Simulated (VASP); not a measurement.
# VGe (zincblende type) (F-43m) in VASP: notebook

VGe (zincblende type) is run at these levels: PBE; tasks: single point.

Program: VASP 6.6.1. These are calculated values, not measurements. Logs are shortened: lines on timing, memory, paths and dates and some standing lists are left out, and cuts for length are marked.

### 1 The cell of the first run

It takes space group F-43m (No. 216, cubic). Conventional cell: a = 5.420 Å, b = 5.420 Å, c = 5.420 Å, α = 90.00°, β = 90.00°, γ = 90.00°. V (site symmetry -43m) has 4 Ge at 2.35 Å within 3.1 Å. Ge (site symmetry -43m) has 4 V at 2.35 Å within 3.1 Å.

### 2 Single point, PBE (19.90 Å³/atom)

Contents of POSCAR:

```
VGe
1.0
    0.0000000000      2.7099179022      2.7099179022
    2.7099179022      0.0000000000      2.7099179022
    2.7099179022      2.7099179022      0.0000000000
V Ge
1 1
Direct
    0.0000000000      0.0000000000      0.0000000000
    0.2500000000      0.2500000000      0.2500000000
```

Contents of INCAR.step1:

```
ALGO = Normal
EDIFF = 1E-6
ENCUT = 520
GGA = PE
ISIF = 2
ISMEAR = -1
LASPH = True
LCHARG = True
LMAXMIX = 4
LREAL = False
LWAVE = False
NBANDS = 20
NELM = 80
PREC = Accurate
SIGMA = 0.05
```

Contents of KPOINTS.step1:

```
k-points
0
Gamma
  13 13 13
```

Contents of INCAR.step2:

```
ALGO = Normal
EDIFF = 1E-6
ENCUT = 520
GGA = PE
ICHARG = 11
ISIF = 2
ISMEAR = -5
LASPH = True
LCHARG = False
LMAXMIX = 4
LORBIT = 11
LREAL = False
LWAVE = False
NBANDS = 20
NEDOS = 1001
NELM = 80
PREC = Accurate
SIGMA = 0.05
```

Contents of KPOINTS.step2:

```
k-points
0
Gamma
  20 20 20
```

Potentials or basis: VASP PAW PBE potentials, release 64 (V_sv, Ge_d).

Started as:

```sh
$ cat potpaw_PBE.64/V_sv/POTCAR potpaw_PBE.64/Ge_d/POTCAR > POTCAR
$ cp INCAR.step1 INCAR
$ cp KPOINTS.step1 KPOINTS
$ mpirun -np 1 vasp_std > vasp.out
$ cp INCAR.step2 INCAR
$ cp KPOINTS.step2 KPOINTS
$ mpirun -np 1 vasp_std > vasp.out
```

OUTCAR:

```text
EDIFF = 1E-6
   ENCUT = 520
   GGA = PE
   ICHARG = 11
   ISIF = 2
   ISMEAR = -5
   LASPH = True
   LORBIT = 11
   LREAL = False
   NELM = 80
   PREC = Accurate

 ion  position               nearest neighbor table
   1  0.000  0.000  0.000-   2 2.35   2 2.35   2 2.35   2 2.35
   2  0.250  0.250  0.250-   1 2.35   1 2.35   1 2.35   1 2.35

  LATTYP: Found a face centered cubic cell.
 ALAT       =     5.4198358044

  Lattice vectors:

 A1 = (   0.0000000000,   2.7099179022,   2.7099179022)
 A2 = (   2.7099179022,   0.0000000000,   2.7099179022)
 A3 = (   2.7099179022,   2.7099179022,   0.0000000000)

Analysis of symmetry for initial positions (statically):
=====================================================================
 Subroutine PRICEL returns:
 Original cell was already a primitive cell.

 Routine SETGRP: Setting up the symmetry group for a
 face centered cubic supercell.

 Subroutine GETGRP returns: Found 24 space group operations
 (whereof 24 operations were pure point group operations)
 out of a pool of 48 trial point group operations.

The static configuration has the point symmetry T_d .

Analysis of symmetry for dynamics (positions and initial velocities):
=====================================================================
 Subroutine PRICEL returns:
 Original cell was already a primitive cell.

 Routine SETGRP: Setting up the symmetry group for a
 face centered cubic supercell.

 Subroutine GETGRP returns: Found 24 space group operations
 (whereof 24 operations were pure point group operations)
 out of a pool of 48 trial point group operations.

The dynamic configuration has the point symmetry T_d .

 Subroutine INISYM returns: Found 24 space group operations
 (whereof 24 operations are pure point group operations),
 and found     1 'primitive' translations

----------------------------------------------------------------------------------------

                                     Primitive cell

  volume of cell :      39.8014

  direct lattice vectors                    reciprocal lattice vectors
     0.000000000  2.709917902  2.709917902    -0.184507435  0.184507435  0.184507435
     2.709917902  0.000000000  2.709917902     0.184507435 -0.184507435  0.184507435
     2.709917902  2.709917902  0.000000000     0.184507435  0.184507435 -0.184507435

  length of vectors
     3.832402650  3.832402650  3.832402650     0.319576251  0.319576251  0.319576251

  position of ions in fractional coordinates (direct lattice)
     0.000000000  0.000000000  0.000000000
     0.250000000  0.250000000  0.250000000

  ion indices of the primitive-cell ions
   primitive index   ion index
                 1           1
                 2           2

----------------------------------------------------------------------------------------

 KPOINTS: k-points

Automatic generation of k-mesh.
 Grid dimensions read from file:
 generate k-points for:   20   20   20

 Generating k-lattice:

  Cartesian coordinates                     Fractional coordinates (reciprocal lattice)
    -0.009225372  0.009225372  0.009225372     0.050000000  0.000000000  0.000000000
     0.009225372 -0.009225372  0.009225372     0.000000000  0.050000000  0.000000000
     0.009225372  0.009225372 -0.009225372     0.000000000  0.000000000  0.050000000

  Length of vectors
     0.015978813  0.015978813  0.015978813

  Shift w.r.t. Gamma in fractional coordinates (k-lattice)
     0.000000000  0.000000000  0.000000000

 TETIRR: Found   1093 inequivalent tetrahedra from    48000

 Subroutine IBZKPT returns following result:
 ===========================================

 Found    256 irreducible k-points:

 Following reciprocal coordinates:
            Coordinates               Weight
  0.000000  0.000000  0.000000      1.000000
  0.050000  0.000000  0.000000      8.000000
  0.100000  0.000000  0.000000      8.000000
  0.150000  0.000000  0.000000      8.000000
  0.200000  0.000000  0.000000      8.000000
  0.250000  0.000000  0.000000      8.000000
[... 16 lines left out ...]
 -0.400000  0.050000  0.000000     24.000000
 -0.350000  0.050000  0.000000     24.000000
 [... further k-points ...]
   k-points           NKPTS =    256   k-points in BZ     NKDIM =    256   number of bands    NBANDS=     20
   number of dos      NEDOS =   1001   number of ions     NIONS =      2
   total plane-waves  NPLWV =  27000
   dimension x,y,z NGX =    30 NGY =   30 NGZ =   30
   dimension x,y,z NGXF=    60 NGYF=   60 NGZF=   60
   ions per type =               1   1
   NGX,Y,Z   is equivalent  to a cutoff of  13.01, 13.01, 13.01 a.u.
   NGXF,Y,Z  is equivalent  to a cutoff of  26.03, 26.03, 26.03 a.u.
 SYSTEM =  unknown system
   PREC   = accura    normal or accurate (medium, high low for compatibility)
   ISTART =      0    job   : 0-new  1-cont  2-samecut
   ICHARG =     11    charge: 1-file 2-atom 10-const
   ISPIN  =      1    spin polarized calculation?
   LNONCOLLINEAR =      F non collinear calculations
   LSORBIT =      F    spin-orbit coupling
   LASPH  =      T    aspherical Exc in radial PAW
   ENCUT  =  520.0 eV  38.22 Ry    6.18 a.u.   7.13  7.13  7.13*2*pi/ulx,y,z
   NELM   =     80;   NELMIN=  2; NELMDL=  0     # of ELM steps
   EDIFF  = 0.1E-05   stopping-criterion for ELM
   LREAL  =      F    real-space projection
   EDIFFG = 0.1E-04   stopping-criterion for IOM
   NSW    =      0    number of steps for IOM
   IBRION =     -1    ionic relax: 0-MD 1-quasi-New 2-CG
   NFREE  =      0    steps in history (QN), initial steepest desc. (CG)
   ISIF   =      2    stress and relaxation
   ISYM   =      2    0-nonsym 1-usesym 2-fastsym
   POTIM  = 0.5000    time-step for ionic-motion
   TEBEG  =    0.0;   TEEND  =   0.0 temperature during run
   PSTRESS=    0.0 pullay stress
   NELECT =      27.0000    total number of electrons
   NUPDOWN=      -1.0000    fix difference up-down
   EMIN   =  10.00;   EMAX   =-10.00  energy-range for DOS
   EFERMI =   0.00;   METHOD = LEGACY
   ISMEAR =    -5;   SIGMA  =   0.05  broadening in eV -4-tet -1-fermi 0-gaus
   EFERMI_NEDOS =   21; number of points for ismear=-14 and -15
   IALGO  =     38    algorithm
   IMIX   =      4    mixing-type and parameters
     AMIX     =   0.40;   BMIX     =  1.00
     AMIX_MAG =   1.60;   BMIX_MAG =  1.00
  volume/ion in A,a.u.               =      19.90       134.30
  Fermi-wavevector in a.u.,A,eV,Ry     =   1.438456  2.718288 28.152577  2.069156
  Thomas-Fermi vector in A             =   2.557421
   LORBIT       =     11    0 simple, 1 ext, 2 COOP (PROOUT), +10 PAW based schemes
   GGA     = PE    functional components
   LHFCALC =     F    Hartree Fock is set to
   AEXX    =    0.0000 exact exchange contribution
   IVDW    =     0    specifies the selected vdW correction
   LEPSILON=     F    determine dielectric tensor
   LRPA    =     F    only Hartree local field effects (RPA)
 non-spin polarized calculation
 Fermi weights with tetrahedron method with Bloechl corrections
  energy-cutoff  :      520.00
  volume of cell :       39.80
 maximum number of plane-waves:      1090
 NGX is ok and might be reduce to    30

 number of electron      27.0000006 magnetization

 Free energy of the ion-electron system (eV)
  ---------------------------------------------------
  ext. energy  EPLUGINS =         0.00000000
  ---------------------------------------------------
  free energy    TOTEN  =       -11.50843849 eV

  energy without entropy =      -11.50843849  energy(sigma->0) =      -11.50843849

 E-fermi :   5.3906     XC(G=0): -10.6179

 val. band max:        5.3860701568   @ k =   0.3000   0.1500   0.0500
 cond. band min:       5.3903435642   @ k =  -0.2000   0.2500   0.1000
 fundamental gap:      0.0042734073
 Fermi energy:         5.3906046119

 k-point     1 :       0.0000    0.0000    0.0000
  band No.  band energies     occupation
      1     -58.9123      2.00000
      2     -32.7925      2.00000
      3     -32.7925      2.00000
      4     -32.7925      2.00000
      5     -18.1368      2.00000
      6     -18.1368      2.00000
[... 12 lines left out ...]
     19      12.1359      0.00000
     20      14.2614      0.00000

 k-point     2 :       0.0500    0.0000    0.0000
  band No.  band energies     occupation
      1     -58.9123      2.00000
      2     -32.7930      2.00000
      3     -32.7926      2.00000
      4     -32.7926      2.00000
      5     -18.1371      2.00000
      6     -18.1369      2.00000
[... 12 lines left out ...]
     19      12.1329      0.00000
     20      14.3745      0.00000

 k-point     3 :       0.1000    0.0000    0.0000
  band No.  band energies     occupation
      1     -58.9122      2.00000
      2     -32.7946      2.00000
      3     -32.7928      2.00000
      4     -32.7928      2.00000
      5     -18.1379      2.00000
      6     -18.1371      2.00000
[... 12 lines left out ...]
     19      12.2227      0.00000
     20      14.6194      0.00000

 k-point     4 :       0.1500    0.0000    0.0000
  band No.  band energies     occupation
      1     -58.9120      2.00000
      2     -32.7969      2.00000
      3     -32.7931      2.00000
      4     -32.7931      2.00000
      5     -18.1393      2.00000
      6     -18.1374      2.00000
[... 429 lines left out ...]
 k-point    23 :      -0.4000    0.0500    0.0000
  band No.  band energies     occupation
      1     -58.9108      2.00000
      2     -32.8124      2.00000
      3     -32.7956      2.00000
      4     -32.7951      2.00000
      5     -18.1482      2.00000
      6     -18.1381      2.00000
[... 12 lines left out ...]
     19      12.4466      0.00000
     20      14.9289      0.00000

 k-point    24 :      -0.3500    0.0500    0.0000
  band No.  band energies     occupation
      1     -58.9110      2.00000
      2     -32.8104      2.00000
      3     -32.7954      2.00000
      4     -32.7947      2.00000
      5     -18.1470      2.00000
      6     -18.1382      2.00000
[... 12 lines left out ...]
     19      12.5464      0.00000
     20      14.9864      0.00000

 [... further k-points ...]

------------------------ aborting loop because EDIFF is reached ----------------------------------------

  FORCE on cell =-STRESS in cart. coord.  units (eV):
  Direction    XX          YY          ZZ          XY          YZ          ZX
  --------------------------------------------------------------------------------------
  -------------------------------------------------------------------------------------
  Total        2.3212926      2.3212926      2.3212926      0.0000000      0.0000000     -0.0000000
  in kB       93.4419896     93.4419896     93.4419896      0.0000000      0.0000000     -0.0000000
  external PRESSURE =      93.4419896 kB  Pullay stress =       0.0000000 kB

 VOLUME and BASIS-vectors are now :
 -----------------------------------------------------------------------------
  energy-cutoff  :      520.00
  volume of cell :       39.80
      direct lattice vectors                 reciprocal lattice vectors
     0.000000000  2.709917902  2.709917902    -0.184507435  0.184507435  0.184507435
     2.709917902  0.000000000  2.709917902     0.184507435 -0.184507435  0.184507435
     2.709917902  2.709917902  0.000000000     0.184507435  0.184507435 -0.184507435

 POSITION                                       TOTAL-FORCE (eV/Angst)
 -----------------------------------------------------------------------------------
      0.00000      0.00000      0.00000        -0.000000      0.000000     -0.000000
      1.35496      1.35496      1.35496         0.000000     -0.000000      0.000000
 -----------------------------------------------------------------------------------
    total drift:                               -0.000001     -0.000001     -0.000001

  FREE ENERGIE OF THE ION-ELECTRON SYSTEM (eV)
  ---------------------------------------------------
  free  energy   TOTEN  =       -11.5084384854 eV

  energy  without entropy=      -11.5084384854  energy(sigma->0) =      -11.50843849

 total charge

# of ion       s       p       d       tot
------------------------------------------
    1        2.277   6.161   3.113  11.551
    2        1.199   1.445  10.013  12.657
--------------------------------------------------
tot          3.476   7.606  13.126  24.208
```

It took 3.9 min on 1 thread of Intel Xeon Platinum 8488C (Sapphire Rapids), shared host; peak memory 0.32 GiB.

Results:

```yaml
Valence_electrons_inside_the_program's_atomic_spheres: V 11.55; Ge 12.66
```

Caveat: tetrahedron occupations give inexact forces and stress in metals.

### 3 Single point, PBE

This run uses another cell than the first one, of 22.11 Å³/atom.

Contents of POSCAR:

```
VGe
1.0
    0.0000000000      2.8067816647      2.8067816647
    2.8067816647      0.0000000000      2.8067816647
    2.8067816647      2.8067816647      0.0000000000
V Ge
1 1
Direct
    0.0000000000      0.0000000000      0.0000000000
    0.2500000000      0.2500000000      0.2500000000
```

Contents of INCAR.step1:

```
SYSTEM = VGe
  PREC = Accurate
  ENCUT = 520
  EDIFF = 1E-6
  ISMEAR = -1
  SIGMA = 0.05
  LREAL = .FALSE.
  LASPH = .TRUE.
  NELM = 100
  ALGO = Normal
  ISIF = 2
  LWAVE = .FALSE.
  LCHARG = .TRUE.
  LMAXMIX = 4
  GGA = PE
  NBANDS = 20
```

Contents of KPOINTS.step1:

```
regular mesh
0
G
  13 13 13
  0 0 0
```

Contents of INCAR.step2:

```
SYSTEM = VGe
  PREC = Accurate
  ENCUT = 520
  EDIFF = 1E-6
  ISMEAR = -5
  SIGMA = 0.05
  LREAL = .FALSE.
  LASPH = .TRUE.
  NELM = 100
  ALGO = Normal
  ISIF = 2
  LWAVE = .FALSE.
  LCHARG = .FALSE.
  LMAXMIX = 4
  GGA = PE
  LORBIT = 11
  NBANDS = 20
  NEDOS = 2001
  ICHARG = 11
```

Contents of KPOINTS.step2:

```
regular mesh
0
G
  20 20 20
  0 0 0
```

Potentials or basis: VASP PAW PBE potentials, release 64 (V_sv, Ge_d).

Started as:

```sh
$ cat potpaw_PBE.64/V_sv/POTCAR potpaw_PBE.64/Ge_d/POTCAR > POTCAR
$ cp INCAR.step1 INCAR
$ cp KPOINTS.step1 KPOINTS
$ mpirun -np 1 vasp_std > vasp.out
$ cp INCAR.step2 INCAR
$ cp KPOINTS.step2 KPOINTS
$ mpirun -np 1 vasp_std > vasp.out
```

Run time: 4 min. Hardware: 1 thread of Intel Xeon Platinum 8488C (Sapphire Rapids), shared host; peak memory 0.34 GiB.

Results (log left out):

| Quantity | Value |
| --- | --- |
| Valence electrons inside the program's atomic spheres | V 11.42; Ge 12.54 |

Levels at points of the mesh, in eV from the Fermi level:
```csv
k point,band 11,band 12,band 13,band 14,band 15,band 16
"(0.00, 0.00, 0.00)",-1.63,-1.63,-1.63,0.23,0.23,5.38
"(0.50, 0.00, 0.00)",-3.26,-1.36,-1.36,0.40,0.40,0.66
"(0.50, 0.50, 0.00)",-3.33,-0.60,-0.60,-0.47,0.56,0.99
```

Caveat: tetrahedron occupations give inexact forces and stress in metals.
